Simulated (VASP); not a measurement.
Set up this calculation in VASP 6.6.1, as the native input.

```
Task                   : single point
Functional             : BLYP
Dispersion             : D4
Potentials or basis    : VASP PAW PBE potentials, release 64 (Ag)
Cutoff                 : 520 eV
k mesh                 : 11 × 11 × 11
Occupations            : fermi-dirac, width 0.05 eV
Spin                   : no spin polarisation
Dipole correction      : no
Further INCAR settings : ALGO = Normal; EDIFF = 1e-07; NBANDS = 12
```

The structure of Ag lies in POSCAR:

```
Ag
1.0
   -1.6368838798      1.6368838798      1.6368838798
    1.6368838798     -1.6368838798      1.6368838798
    1.6368838798      1.6368838798     -1.6368838798
Ag
1
Direct
    0.0000000000      0.0000000000      0.0000000000
```

The input as run:

INCAR

```
SYSTEM = Ag
PREC     = Accurate       ! precision mode
ENCUT    = 520            ! plane-wave cutoff, eV
EDIFF    = 1E-7           ! SCF threshold, eV
ISMEAR   = -1             ! smearing method
SIGMA    = 0.05           ! smearing width, eV
LREAL    = .False.        ! projectors in reciprocal space
LASPH    = .True.         ! aspherical terms in the spheres
NELM     = 60             ! most SCF steps
ALGO     = Normal         ! electronic algorithm
ISIF     = 2              ! what is computed and relaxed
LWAVE    = .False.        ! write WAVECAR
LCHARG   = .False.        ! write CHGCAR
GGA      = B5             ! functional
ALDAX    = 1.0          
AGGAX    = 1.0          
AGGAC    = 1.0          
ALDAC    = 0.0          
IVDW     = 13             ! dispersion correction
VDW_S6   = 1.0          
VDW_S8   = 2.34076671   
VDW_A1   = 0.44488865   
VDW_A2   = 4.0933009    
NBANDS   = 12             ! bands
```

KPOINTS

```
Automatic mesh
0
Gamma
  11 11 11
  0 0 0
```

Potentials or basis: VASP PAW PBE potentials, release 64 (Ag).

Launch:

```bash
$ cat potpaw_PBE.64/Ag/POTCAR > POTCAR
$ mpirun -np 1 vasp_std > vasp.out
```

It gave:

```json
{
  "Pressure": "0.1 GPa",
  "Dispersion energy per atom": "-1.061 eV"
}
```

Caveat: the PAW data sets were made with another functional, which shifts forces and pressure a little; pairwise dispersion overbinds metals, which lowers pressure and volume.

Wall time 16 s on 1 thread of Intel Xeon 8259CL, with other jobs on the host, peak memory 0.14 GiB.
